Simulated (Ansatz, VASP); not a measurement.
## Al2O3: VASP beside Ansatz

The input INCAR:

```
SYSTEM = Al2O3
  ALGO = Normal
  EDIFF = 1E-7
  ENCUT = 520
  GGA = PS
  ISIF = 2
  ISMEAR = 0
  LASPH = .True.
  LCHARG = .False.
  LREAL = .False.
  LWAVE = .False.
  NBANDS = 35
  NELM = 80
  PREC = Accurate
  SIGMA = 0.05
```

KPOINTS

```
k-points
0
Gamma
  6 6 6
  0 0 0
```

The input POSCAR:

```
Al2O3
1.0
    2.2379546472      1.2920837180      4.4069802914
   -2.2379546472      1.2920837180      4.4069802914
    0.0000000000     -2.5841674360      4.4069802914
Al O
4 6
Direct
    0.8520350473      0.8520350473      0.8520350473
    0.6479649527      0.6479649527      0.6479649527
    0.1479649527      0.1479649527      0.1479649527
    0.3520350473      0.3520350473      0.3520350473
    0.0558571577      0.4441428423      0.7500000000
    0.7500000000      0.0558571577      0.4441428423
    0.4441428423      0.7500000000      0.0558571577
    0.9441428423      0.5558571577      0.2500000000
    0.2500000000      0.9441428423      0.5558571577
    0.5558571577      0.2500000000      0.9441428423
```

Input for Ansatz:

```yaml
crystal:
  lattice:
    - [2.2379546472, 1.292083718, 4.4069802914]
    - [-2.2379546472, 1.292083718, 4.4069802914]
    - [0.0, -2.584167436, 4.4069802914]
  atoms:
    - { symbol: Al, position: [0.8520350473, 0.8520350473, 0.8520350473] }
    - { symbol: Al, position: [0.6479649527, 0.6479649527, 0.6479649527] }
    - { symbol: Al, position: [0.1479649527, 0.1479649527, 0.1479649527] }
    - { symbol: Al, position: [0.3520350473, 0.3520350473, 0.3520350473] }
    - { symbol: O, position: [0.0558571577, 0.4441428423, 0.75] }
    - { symbol: O, position: [0.75, 0.0558571577, 0.4441428423] }
    - { symbol: O, position: [0.4441428423, 0.75, 0.0558571577] }
    - { symbol: O, position: [0.9441428423, 0.5558571577, 0.25] }
    - { symbol: O, position: [0.25, 0.9441428423, 0.5558571577] }
    - { symbol: O, position: [0.5558571577, 0.25, 0.9441428423] }
basis:
  ecutwfc: 520.0
kpoints:
  mp_grid: { grid: [6, 6, 6] }
hamiltonian:
  xc: pbesol
  pseudopotentials: { kind: paw, azcp: { folder: soft_1 } }
scf:
  occupations: { method: gaussian, width: 0.05 }
output:
  forces: true
  stress: true
  eigenvalues: true
```

Alike in both runs: task single point; functional PBEsol; k mesh 6 × 6 × 6; occupations gaussian, width 0.05 eV; no spin polarisation.

|  | VASP | Ansatz |
| --- | --- | --- |
| version | VASP 6.6.1 | Ansatz 0.2.0 |
| potentials or method | VASP PAW PBE potentials, release 64 (Al, O), cutoff 520 eV | scalar-relativistic, plane waves, PAW |
| valence electrons in the cell | 48 | 48 |

|  | VASP | Ansatz | Ansatz less VASP |
| --- | --- | --- | --- |
| gap on the k mesh at the Fermi level (eV) | 7.19 | 7.17 | -0.017 |
| least direct gap on the mesh (eV) | 7.19 | 7.17 | -0.017 |
| rms of the force components (eV/Å) | 0.307 | 0.307 | -0.0008 |

VASP's potentials were made for PBE, not for PBEsol, and Ansatz warns of the same on its side. Atom by atom the forces differ by 0.007 eV/Å (rms over components). With one functional, cell and mesh, what is left measures potentials, basis and numerics.
